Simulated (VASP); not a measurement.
# TiO2 (I4_1/amd) in VASP: single point with r2SCAN

Aim: the single point of TiO2 with r2SCAN.

Everything below comes from runs of VASP 6.6.1. Logs are shortened: lines on timing, memory, paths and dates and some standing lists are left out, and cuts for length are marked.

### Step 1. The cell of the first run

Symmetry: I4_1/amd, No. 141, tetragonal system. Conventional cell: a = 3.784 Å, b = 3.784 Å, c = 9.515 Å, α = 90.00°, β = 90.00°, γ = 90.00°. Ti (site symmetry -4m2) has 6 O at 1.93 to 1.98 Å within 2.6 Å. Within 2.6 Å of O (site symmetry 2mm) lie 3 Ti at 1.93 to 1.98 Å and 2 O at 2.47 Å.

### Step 2. Single point, r2SCAN

POSCAR reads:

```
TiO2
1.0
   -1.8921000000      1.8921000000      4.7573000000
    1.8921000000     -1.8921000000      4.7573000000
    1.8921000000      1.8921000000     -4.7573000000
Ti O
2 4
Direct
    0.0000000000      0.0000000000      0.0000000000
    0.7500000000      0.2500000000      0.5000000000
    0.2081573449      0.2081573449      0.0000000000
    0.9581573449      0.4581573449      0.5000000000
    0.5418426551      0.0418426551      0.5000000000
    0.7918426551      0.7918426551      0.0000000000
```

INCAR.step1 reads:

```
PREC     = Accurate       # precision mode
ENCUT    = 910            # plane-wave cutoff, eV
ISMEAR   = 0              # smearing method
SIGMA    = 0.01           # smearing width, eV
LREAL    = F              # projectors in reciprocal space
LASPH    = T              # aspherical terms in the spheres
NELM     = 120            # most SCF steps
NBANDS   = 33             # bands
GGA      = PE             # functional
ALGO     = Normal         # electronic algorithm
EDIFF    = 1E-5           # SCF threshold, eV
LWAVE    = T              # write WAVECAR
LCHARG   = F              # write CHGCAR
GGA_COMPAT= F
```

INCAR.step2 reads:

```
PREC     = Accurate       # precision mode
ENCUT    = 910            # plane-wave cutoff, eV
EDIFF    = 1E-6           # SCF threshold, eV
ISMEAR   = 0              # smearing method
SIGMA    = 0.01           # smearing width, eV
LREAL    = F              # projectors in reciprocal space
LASPH    = T              # aspherical terms in the spheres
NELM     = 120            # most SCF steps
ALGO     = Normal         # electronic algorithm
ISIF     = 2              # what is computed and relaxed
LWAVE    = F              # write WAVECAR
LCHARG   = F              # write CHGCAR
METAGGA  = R2SCAN         # meta-GGA
LMIXTAU  = T            
NBANDS   = 33             # bands
ISTART   = 1            
GGA_COMPAT= F
```

KPOINTS reads:

```
Automatic mesh
0
Gamma
  6 6 6
```

Potentials or basis: VASP PAW PBE potentials, release 64 (Ti_sv, O_h).

Started as:

```sh
cat potpaw_PBE.64/Ti_sv/POTCAR potpaw_PBE.64/O_h/POTCAR > POTCAR
cp INCAR.step1 INCAR
mpirun -np 1 vasp_std > vasp.out
cp INCAR.step2 INCAR
mpirun -np 1 vasp_std > vasp.out
```

OUTCAR:

```text
PREC = Accurate
   ENCUT = 910
   EDIFF = 1E-6
   ISMEAR = 0
   LREAL = F
   LASPH = T
   NELM = 120
   ISIF = 2
   METAGGA = R2SCAN
   ISTART = 1

 ion  position               nearest neighbor table
   1  0.000  0.000  0.000-   5 1.93   4 1.93   5 1.93   4 1.93   3 1.98   6 1.98
   2  0.750  0.250  0.500-   6 1.93   3 1.93   6 1.93   3 1.93   4 1.98   5 1.98
   3  0.208  0.208  0.000-   2 1.93   2 1.93   1 1.98
   4  0.958  0.458  0.500-   1 1.93   1 1.93   2 1.98
   5  0.542  0.042  0.500-   1 1.93   1 1.93   2 1.98
   6  0.792  0.792  0.000-   2 1.93   2 1.93   1 1.98

  LATTYP: Found a body centered tetragonal cell.
 ALAT       =     3.7842000000
 C/A-ratio  =     2.5142962846

  Lattice vectors:

 A1 = (  -1.8921000000,   1.8921000000,   4.7573000000)
 A2 = (   1.8921000000,  -1.8921000000,   4.7573000000)
 A3 = (   1.8921000000,   1.8921000000,  -4.7573000000)

Analysis of symmetry for initial positions (statically):
=====================================================================
 Subroutine PRICEL returns:
 Original cell was already a primitive cell.

 Routine SETGRP: Setting up the symmetry group for a
 body centered tetragonal supercell.

 Subroutine GETGRP returns: Found 16 space group operations
 (whereof  8 operations were pure point group operations)
 out of a pool of 16 trial point group operations.

The static configuration has the point symmetry D_2d.
 The point group associated with its full space group is D_4h.

Analysis of symmetry for dynamics (positions and initial velocities):
=====================================================================
 Subroutine PRICEL returns:
 Original cell was already a primitive cell.

 Routine SETGRP: Setting up the symmetry group for a
 body centered tetragonal supercell.

 Subroutine GETGRP returns: Found 16 space group operations
 (whereof  8 operations were pure point group operations)
 out of a pool of 16 trial point group operations.

The dynamic configuration has the point symmetry D_2d.
 The point group associated with its full space group is D_4h.

 Subroutine INISYM returns: Found 16 space group operations
 (whereof  8 operations are pure point group operations),
 and found     1 'primitive' translations

----------------------------------------------------------------------------------------

                                     Primitive cell

  volume of cell :      68.1253

  direct lattice vectors                    reciprocal lattice vectors
    -1.892100000  1.892100000  4.757300000     0.000000000  0.264256646  0.105101633
     1.892100000 -1.892100000  4.757300000     0.264256646  0.000000000  0.105101633
     1.892100000  1.892100000 -4.757300000     0.264256646  0.264256646  0.000000000

  length of vectors
     5.458203744  5.458203744  5.458203744     0.284390450  0.284390450  0.373715333

  position of ions in fractional coordinates (direct lattice)
     0.000000000  0.000000000  0.000000000
     0.750000000  0.250000000  0.500000000
     0.208157345  0.208157345  0.000000000
     0.958157345  0.458157345  0.500000000
     0.541842655  0.041842655  0.500000000
     0.791842655  0.791842655  0.000000000

  ion indices of the primitive-cell ions
   primitive index   ion index
                 1           1
                 2           2
                 3           3
                 4           4
                 5           5
                 6           6

----------------------------------------------------------------------------------------

 KPOINTS: Automatic mesh

Automatic generation of k-mesh.
 Grid dimensions read from file:
 generate k-points for:    6    6    6

 Generating k-lattice:

  Cartesian coordinates                     Fractional coordinates (reciprocal lattice)
     0.000000000  0.044042774  0.017516939     0.166666667  0.000000000 -0.000000000
     0.044042774  0.000000000  0.017516939     0.000000000  0.166666667 -0.000000000
     0.044042774  0.044042774  0.000000000     0.000000000  0.000000000  0.166666667

  Length of vectors
     0.047398408  0.047398408  0.062285889

  Shift w.r.t. Gamma in fractional coordinates (k-lattice)
     0.000000000  0.000000000  0.000000000

 Subroutine IBZKPT returns following result:
 ===========================================

 Found     30 irreducible k-points:

 Following reciprocal coordinates:
            Coordinates               Weight
  0.000000  0.000000  0.000000      1.000000
  0.166667 -0.000000  0.000000      8.000000
  0.333333  0.000000  0.000000      8.000000
  0.500000  0.000000  0.000000      4.000000
  0.166667  0.166667  0.000000      8.000000
  0.333333  0.166667 -0.000000     16.000000
[... 16 lines left out ...]
 -0.333333 -0.333333  0.166667      8.000000
 -0.166667 -0.333333  0.166667      8.000000
 [... further k-points ...]
   k-points           NKPTS =     30   k-points in BZ     NKDIM =     30   number of bands    NBANDS=     33
   number of dos      NEDOS =    301   number of ions     NIONS =      6
   total plane-waves  NPLWV = 157464
   dimension x,y,z NGX =    54 NGY =   54 NGZ =   54
   dimension x,y,z NGXF=   108 NGYF=  108 NGZF=  108
   ions per type =               2   4
   NGX,Y,Z   is equivalent  to a cutoff of  16.45, 16.45, 16.45 a.u.
   NGXF,Y,Z  is equivalent  to a cutoff of  32.89, 32.89, 32.89 a.u.
 SYSTEM =  unknown system
   PREC   = accura    normal or accurate (medium, high low for compatibility)
   ISTART =      1    job   : 0-new  1-cont  2-samecut
   ICHARG =      0    charge: 1-file 2-atom 10-const
   ISPIN  =      1    spin polarized calculation?
   LNONCOLLINEAR =      F non collinear calculations
   LSORBIT =      F    spin-orbit coupling
   LASPH  =      T    aspherical Exc in radial PAW
   ENCUT  =  910.0 eV  66.88 Ry    8.18 a.u.  13.43 13.43 13.43*2*pi/ulx,y,z
   NELM   =    120;   NELMIN=  2; NELMDL=  0     # of ELM steps
   EDIFF  = 0.1E-05   stopping-criterion for ELM
   LREAL  =      F    real-space projection
   EDIFFG = 0.1E-04   stopping-criterion for IOM
   NSW    =      0    number of steps for IOM
   IBRION =     -1    ionic relax: 0-MD 1-quasi-New 2-CG
   NFREE  =      0    steps in history (QN), initial steepest desc. (CG)
   ISIF   =      2    stress and relaxation
   ISYM   =      2    0-nonsym 1-usesym 2-fastsym
   POTIM  = 0.5000    time-step for ionic-motion
   TEBEG  =    0.0;   TEEND  =   0.0 temperature during run
   PSTRESS=    0.0 pullay stress
   NELECT =      48.0000    total number of electrons
   NUPDOWN=      -1.0000    fix difference up-down
   EMIN   =  10.00;   EMAX   =-10.00  energy-range for DOS
   EFERMI =   0.00;   METHOD = LEGACY
   ISMEAR =     0;   SIGMA  =   0.01  broadening in eV -4-tet -1-fermi 0-gaus
   EFERMI_NEDOS =   21; number of points for ismear=-14 and -15
   IALGO  =     38    algorithm
   IMIX   =      4    mixing-type and parameters
     AMIX     =   0.40;   BMIX     =  1.00
     AMIX_MAG =   1.60;   BMIX_MAG =  1.00
  volume/ion in A,a.u.               =      11.35        76.62
  Fermi-wavevector in a.u.,A,eV,Ry     =   1.456752  2.752862 28.873289  2.122127
  Thomas-Fermi vector in A             =   2.573634
   LORBIT       =      0    0 simple, 1 ext, 2 COOP (PROOUT), +10 PAW based schemes
   METAGGA = R2SCAN    functional components
   LHFCALC =     F    Hartree Fock is set to
   AEXX    =    0.0000 exact exchange contribution
   IVDW    =     0    specifies the selected vdW correction
   LEPSILON=     F    determine dielectric tensor
   LRPA    =     F    only Hartree local field effects (RPA)
 non-spin polarized calculation
 Gauss-broadening in eV      SIGMA  =   0.01
  energy-cutoff  :      910.00
  volume of cell :       68.13
 maximum number of plane-waves:      4271
 NGX is ok and might be reduce to    54
   NGX = 27   NGY = 27   NGZ = 27

 number of electron      47.9999998 magnetization

 Free energy of the ion-electron system (eV)
  ---------------------------------------------------
  ext. energy  EPLUGINS =         0.00000000
  ---------------------------------------------------
  free energy    TOTEN  =       -69.90853999 eV

  energy without entropy =      -69.90853999  energy(sigma->0) =      -69.90853999

 E-fermi :   3.5966     XC(G=0): -11.4748

 val. band max:        3.4559054938   @ k =   0.5000   0.5000   0.0000
 cond. band min:       6.0351824389   @ k =   0.0000   0.0000   0.0000
 fundamental gap:      2.5792769451
 Fermi energy:         3.5966275774

 k-point     1 :       0.0000    0.0000    0.0000
  band No.  band energies     occupation
      1     -55.0849      2.00000
      2     -55.0234      2.00000
      3     -30.5076      2.00000
      4     -30.2570      2.00000
      5     -30.2570      2.00000
      6     -30.1847      2.00000
[... 25 lines left out ...]
     32       9.1413      0.00000
     33       9.1633      0.00000

 k-point     2 :       0.1667   -0.0000    0.0000
  band No.  band energies     occupation
      1     -55.0812      2.00000
      2     -55.0258      2.00000
      3     -30.5008      2.00000
      4     -30.2940      2.00000
      5     -30.2594      2.00000
      6     -30.1993      2.00000
[... 25 lines left out ...]
     32       9.4417      0.00000
     33       9.8045      0.00000

 k-point     3 :       0.3333    0.0000    0.0000
  band No.  band energies     occupation
      1     -55.0726      2.00000
      2     -55.0320      2.00000
      3     -30.4882      2.00000
      4     -30.3639      2.00000
      5     -30.2635      2.00000
      6     -30.2205      2.00000
[... 25 lines left out ...]
     32       9.8203      0.00000
     33      10.3323      0.00000

 k-point     4 :       0.5000    0.0000    0.0000
  band No.  band energies     occupation
      1     -55.0671      2.00000
      2     -55.0364      2.00000
      3     -30.4808      2.00000
      4     -30.4006      2.00000
      5     -30.2653      2.00000
      6     -30.2252      2.00000
[... 25 lines left out ...]
     32       9.9316      0.00000
     33      10.5207      0.00000

 k-point     5 :       0.1667    0.1667    0.0000
  band No.  band energies     occupation
      1     -55.0760      2.00000
      2     -55.0299      2.00000
      3     -30.4845      2.00000
      4     -30.3175      2.00000
      5     -30.2811      2.00000
      6     -30.2094      2.00000
[... 604 lines left out ...]
 k-point    22 :      -0.1667    0.5000    0.1667
  band No.  band energies     occupation
      1     -55.0657      2.00000
      2     -55.0391      2.00000
      3     -30.4534      2.00000
      4     -30.3746      2.00000
      5     -30.2692      2.00000
      6     -30.2226      2.00000
[... 25 lines left out ...]
     32       9.8734      0.00000
     33      10.1392      0.00000

 k-point    23 :      -0.3333   -0.3333    0.1667
  band No.  band energies     occupation
      1     -55.0663      2.00000
      2     -55.0397      2.00000
      3     -30.4289      2.00000
      4     -30.3377      2.00000
      5     -30.2862      2.00000
      6     -30.2200      2.00000
[... 25 lines left out ...]
     32       9.8972      0.00000
     33      10.2980      0.00000

 k-point    24 :      -0.1667   -0.3333    0.1667
  band No.  band energies     occupation
      1     -55.0739      2.00000
      2     -55.0332      2.00000
      3     -30.4554      2.00000
      4     -30.3086      2.00000
      5     -30.2688      2.00000
      6     -30.1933      2.00000
[... 25 lines left out ...]
     32       9.5840      0.00000
     33       9.6999      0.00000

 [... further k-points ...]
[... 5 lines left out ...]
  --------------------------------------------------------------------------------------
  -------------------------------------------------------------------------------------
  Total        0.5404667      0.5404667      0.7506761      0.0000000      0.0000000      0.0000000
  in kB       12.7107402     12.7107402     17.6544613      0.0000000      0.0000000      0.0000000
  external PRESSURE =      14.3586472 kB  Pullay stress =       0.0000000 kB

 VOLUME and BASIS-vectors are now :
 -----------------------------------------------------------------------------
  energy-cutoff  :      910.00
  volume of cell :       68.13
      direct lattice vectors                 reciprocal lattice vectors
    -1.892100000  1.892100000  4.757300000     0.000000000  0.264256646  0.105101633
     1.892100000 -1.892100000  4.757300000     0.264256646  0.000000000  0.105101633
     1.892100000  1.892100000 -4.757300000     0.264256646  0.264256646  0.000000000

 POSITION                                       TOTAL-FORCE (eV/Angst)
 -----------------------------------------------------------------------------------
      0.00000      0.00000      0.00000        -0.000000     -0.000000     -0.000000
      0.00000      1.89210      2.37865        -0.000000     -0.000000     -0.000000
      0.00000      0.00000      1.98053        -0.000000      0.000000      0.031835
      0.00000      1.89210      4.35918         0.000000     -0.000000      0.031835
      0.00000      1.89210      0.39812         0.000000     -0.000000     -0.031835
      0.00000      0.00000      7.53407        -0.000000      0.000000     -0.031835
 -----------------------------------------------------------------------------------
    total drift:                                0.000000      0.000000      0.000000

  FREE ENERGIE OF THE ION-ELECTRON SYSTEM (eV)
  ---------------------------------------------------
  free  energy   TOTEN  =       -69.9085399854 eV

  energy  without entropy=      -69.9085399854  energy(sigma->0) =      -69.90853999
```

Wall time 32 min (1 thread of Intel Xeon Platinum 8259CL at 2.50GHz (Skylake/Cascade Lake), shared host); peak memory 0.5 GiB.

What came out:

| Quantity | Value |
| --- | --- |
| Free energy | -69.9085 eV |
| Pressure | 1.4 GPa |
| Largest force | 0.032 eV/Å |
| Band gap on the k mesh | 2.58 eV (least direct gap 2.90 eV) |

Forces in eV/Å, atoms in the order of the input:
```
Ti   0.000  0.000  0.000
Ti   0.000  0.000  0.000
O    0.000  0.000  0.032
O    0.000  0.000  0.032
O    0.000  0.000 -0.032
O    0.000  0.000 -0.032
```

Levels at points of the mesh, in eV from the valence-band top:
```
           k point  band 20  band 21  band 22  band 23  band 24  band 25  band 26  band 27  band 28  band 29
(0.00, 0.00, 0.00)    -0.77    -0.73    -0.73    -0.45    -0.45     2.58     3.32     4.46     4.46     4.48
(0.50, 0.00, 0.00)    -1.98    -1.93    -0.94    -0.83    -0.63     3.71     4.01     4.02     4.12     4.75
(0.50, 0.50, 0.00)    -2.70    -2.06    -2.06     0.00     0.00     3.81     3.81     4.27     4.27     5.37
(0.50, 0.50, 0.50)    -1.35    -1.26    -1.26    -0.10    -0.10     2.94     2.94     4.26     4.26     4.71
```

Caveat: the cutoff is under 1.25 times the usual one of these potentials, so pressure, stress and relaxed cells hold a basis-set (Pulay) error; the PAW data sets were made with another functional, which shifts forces and pressure a little.
